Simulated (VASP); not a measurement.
# FeSi (P2_13) in VASP: a series of runs, part 2 of 2

VASP 6.6.1.

## 4. Relaxation of cell and atoms, PBE

Contents of INCAR:

```
PREC = Accurate ; ENCUT = 600
EDIFF = 1E-6 ; ISMEAR = 0
SIGMA = 0.05 ; LREAL = False
LASPH = True ; NELM = 100
ALGO = Normal ; ISIF = 3
LWAVE = False ; LCHARG = False
GGA = PE ; IBRION = 2
NSW = 50 ; EDIFFG = -0.01
```

Contents of KPOINTS:

```
regular mesh
0
Gamma
  8 8 8
```

Contents of POSCAR:

```
FeSi
1.0
    4.4479877392      0.0000000000      0.0000000000
    0.0000000000      4.4479877392      0.0000000000
    0.0000000000      0.0000000000      4.4479877392
Fe Si
4 4
Direct
    0.1359950305      0.1359950305      0.1359950305
    0.3640049695      0.8640049695      0.6359950305
    0.6359950305      0.3640049695      0.8640049695
    0.8640049695      0.6359950305      0.3640049695
    0.8407182958      0.8407182958      0.8407182958
    0.6592817042      0.1592817042      0.3407182958
    0.3407182958      0.6592817042      0.1592817042
    0.1592817042      0.3407182958      0.6592817042
```

Potentials or basis: VASP PAW PBE potentials, release 64 (Fe, Si).

Run with:

```console
$ cat potpaw_PBE.64/Fe/POTCAR potpaw_PBE.64/Si/POTCAR > POTCAR
$ mpirun -np 1 vasp_std > vasp.out
```

OUTCAR:

```text
PREC = Accurate
   ENCUT = 600
   EDIFF = 1E-6
   ISMEAR = 0
   LREAL = False
   LASPH = True
   NELM = 100
   ISIF = 3
   GGA = PE
   IBRION = 2
   NSW = 50
   EDIFFG = -0.01

 ion  position               nearest neighbor table
   1  0.136  0.136  0.136-   5 2.27   6 2.31   7 2.31   8 2.31   7 2.50   8 2.50   6 2.50   3 2.73
                             4 2.73   2 2.73   2 2.73   4 2.73   3 2.73
   2  0.364  0.864  0.636-   6 2.27   5 2.31   7 2.31   8 2.31   7 2.50   8 2.50   5 2.50   1 2.73
                             1 2.73   3 2.73   3 2.73   4 2.73   4 2.73
   3  0.636  0.364  0.864-   7 2.27   6 2.31   5 2.31   8 2.31   8 2.50   6 2.50   5 2.50   1 2.73
                             4 2.73   2 2.73   2 2.73   4 2.73   1 2.73
   4  0.864  0.636  0.364-   8 2.27   6 2.31   7 2.31   5 2.31   6 2.50   5 2.50   7 2.50   1 2.73
                             3 2.73   2 2.73   1 2.73   2 2.73   3 2.73
   5  0.841  0.841  0.841-   1 2.27   2 2.31   3 2.31   4 2.31   3 2.50   4 2.50   2 2.50   6 2.76
                             7 2.76   8 2.76   6 2.76   8 2.76   7 2.76
   6  0.659  0.159  0.341-   2 2.27   1 2.31   3 2.31   4 2.31   3 2.50   4 2.50   1 2.50   8 2.76
                             5 2.76   5 2.76   7 2.76   7 2.76   8 2.76
   7  0.341  0.659  0.159-   3 2.27   2 2.31   1 2.31   4 2.31   4 2.50   2 2.50   1 2.50   8 2.76
                             5 2.76   8 2.76   6 2.76   6 2.76   5 2.76
   8  0.159  0.341  0.659-   4 2.27   2 2.31   3 2.31   1 2.31   2 2.50   1 2.50   3 2.50   7 2.76
[... 206 lines left out ...]
  --------------------------------------------------------------------------------------
  -------------------------------------------------------------------------------------
  Total        0.0658496      0.0658496      0.0658496      0.0000000      0.0000000      0.0000000
  in kB        1.1988731      1.1988731      1.1988731      0.0000000      0.0000000      0.0000000
  external PRESSURE =       1.1988731 kB  Pullay stress =       0.0000000 kB
[... 155 lines left out ...]
--------------------------------------- Ionic step        5  -------------------------------------------

 number of electron      48.0000018 magnetization

 Free energy of the ion-electron system (eV)
  ---------------------------------------------------
  ext. energy  EPLUGINS =         0.00000000
  ---------------------------------------------------
  free energy    TOTEN  =       -58.78121893 eV

  energy without entropy =      -58.78062219  energy(sigma->0) =      -58.78092056

 E-fermi :   9.8017     XC(G=0): -12.7986

 val. band max:        9.7210054045   @ k =  -0.1250   0.3750   0.0000
 cond. band min:       9.8808406987   @ k =   0.2500   0.2500   0.0000
 fundamental gap:      0.1598352943
 Fermi energy:         9.8017193480

 k-point     1 :       0.0000    0.0000    0.0000
  band No.  band energies     occupation
      1      -3.5197      2.00000
      2       1.8350      2.00000
      3       1.8350      2.00000
      4       1.8350      2.00000
      5       4.6712      2.00000
      6       4.6712      2.00000
[... 757 lines left out ...]
     28      11.8606      0.00000
     29      12.1570      0.00000

 [... further k-points ...]
[... 5 lines left out ...]
  --------------------------------------------------------------------------------------
  -------------------------------------------------------------------------------------
  Total        0.0144851      0.0144851      0.0144851      0.0000000      0.0000000      0.0000000
  in kB        0.2636781      0.2636781      0.2636781      0.0000000      0.0000000      0.0000000
  external PRESSURE =       0.2636781 kB  Pullay stress =       0.0000000 kB
[... 23 lines left out ...]
  FREE ENERGIE OF THE ION-ELECTRON SYSTEM (eV)
  ---------------------------------------------------
  free  energy   TOTEN  =       -58.7812189315 eV

  energy  without entropy=      -58.7806221866  energy(sigma->0) =      -58.78092056

 reached required accuracy - stopping structural energy minimisation
```

OSZICAR:

```text
N       E                     dE             d eps       ncg     rms          rms(c)
DAV:   1     0.376997219554E+03    0.37700E+03   -0.22045E+04  2610   0.206E+03
DAV:   2    -0.244308099084E+02   -0.40143E+03   -0.39021E+03  2610   0.440E+02
DAV:   3    -0.648417382653E+02   -0.40411E+02   -0.37246E+02  3764   0.152E+02
[... 33 lines left out ...]
DAV:   1    -0.587814582443E+02   -0.31865E-03   -0.46321E-02  2954   0.158E+00    0.161E-01
DAV:   2    -0.587815676999E+02   -0.10946E-03   -0.70284E-03  3920   0.991E-01    0.144E-01
DAV:   3    -0.587812345723E+02    0.33313E-03   -0.26792E-03  3940   0.612E-01    0.424E-02
DAV:   4    -0.587812195903E+02    0.14982E-04   -0.12019E-04  3980   0.124E-01    0.113E-02
DAV:   5    -0.587812189315E+02    0.65884E-06   -0.41458E-06  2501   0.287E-02
   5 F= -.58781219E+02 E0= -.58780921E+02  d E =-.796578E-04
```

It took 3.1 min on 1 thread of AMD EPYC 9R45 (Zen 5), shared host; peak memory 0.25 GiB.

Results:

```yaml
Free_energy: -58.7812 eV
Relaxed_volume: 11.00 Å³/atom
Relaxed_cell: a = 4.448 Å, b = 4.448 Å, c = 4.448 Å, α = 90.00°, β = 90.00°, γ = 90.00°
Space_group_after_relaxing_to_0.1_Å: P2_13 (No. 198)
Energy_gained_by_relaxing: 0.0 meV/atom
Ionic_steps: 5
Pressure_after_relaxing: 0.0 GPa
Largest_force_after_relaxing: 0.004 eV/Å
Band_gap_on_the_k_mesh: 0.16 eV (least direct gap 0.17 eV)
```

Forces on the atoms (eV/Å):
```
Fe  -0.001 -0.001 -0.001
Fe   0.001  0.001 -0.001
Fe  -0.001  0.001  0.001
Fe   0.001 -0.001  0.001
Si   0.002  0.002  0.002
Si  -0.002 -0.002  0.002
Si   0.002 -0.002 -0.002
Si  -0.002  0.002 -0.002
```

The path:
```csv
step,energy change (eV),largest force (eV/Å),pressure (GPa),volume (Å³)
1,0.0000,0.0354,0.12,88.00
2,-0.0001,0.0103,-0.22,88.11
3,-0.0001,0.0149,-0.11,88.09
4,-0.0001,0.0138,-0.16,88.09
5,-0.0002,0.0040,0.03,88.02
```

Final structure:
```
Fe Si
1.0
     4.44821    0.00000    0.00000
     0.00000    4.44821    0.00000
     0.00000    0.00000    4.44821
Fe Si
4 4
Cartesian
  0.6067 0.6067 0.6067
  1.6174 3.8415 2.8308
  2.8308 1.6174 3.8415
  3.8415 2.8308 1.6174
  3.7398 3.7398 3.7398
  2.9325 0.7084 1.5157
  1.5157 2.9325 0.7084
  0.7084 1.5157 2.9325
```

Levels at points of the mesh, in eV from the valence-band top:
```
           k point  band 21  band 22  band 23  band 24  band 25  band 26  band 27  band 28
(0.00, 0.00, 0.00)    -0.29    -0.29    -0.04    -0.04     0.66     0.66     0.66     3.03
(0.50, 0.00, 0.00)    -0.38    -0.38    -0.01    -0.01     0.20     0.20     1.72     1.72
(0.50, 0.50, 0.00)    -1.01    -1.01    -0.36    -0.36     0.64     0.64     1.30     1.30
(0.50, 0.50, 0.50)    -0.67    -0.67    -0.67    -0.67     0.50     0.50     0.50     0.50
```
